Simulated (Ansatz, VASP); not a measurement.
**SiC: VASP beside Ansatz**

```
CELL_PARAMETERS angstrom
-1.53878 -2.66524 0.00000
1.53878 -2.66524 0.00000
0.00000 0.00000 11.57677
ATOMIC_POSITIONS crystal
Si 0.33333 0.33333 0.08185
Si 0.66667 0.66667 0.51707
Si 0.00000 0.00000 0.73472
Si 0.00000 0.00000 0.29951
C 0.33333 0.33333 0.78861
C 0.66667 0.66667 0.35340
C 0.00000 0.00000 0.57158
C 0.00000 0.00000 0.13637
```

Alike in both runs: task single point; functional r2SCAN; k mesh 8 × 8 × 3; occupations gaussian, width 0.05 eV; no spin polarisation.

|  | VASP | Ansatz |
| --- | --- | --- |
| version | VASP 6.6.1 | Ansatz 0.2.0 |
| potentials or method | VASP PAW PBE potentials, release 64 (Si, C), cutoff 520 eV | scalar-relativistic, plane waves, PAW |
| valence electrons in the cell | 32 | 32 |

Ansatz gave:

* gap on the k mesh at the Fermi level (eV): 0.28
* least direct gap on the mesh (eV): 0.91
* pressure (GPa): -3.2
* traceless stress, the component that is largest in VASP (GPa): -7.27
* rms of the force components (eV/Å): 0.797

Task: What did VASP give for the same quantities?

Result: gap on the k mesh at the Fermi level (eV): 0.29; least direct gap on the mesh (eV): 0.92; pressure (GPa): -3.4; traceless stress, the component that is largest in VASP (GPa): -7.35; rms of the force components (eV/Å): 0.794.

VASP's potentials were made for PBE, not for r2SCAN. Atom by atom the forces differ by 0.007 eV/Å (rms over components). With one functional, cell and mesh, what is left measures potentials, basis and numerics.
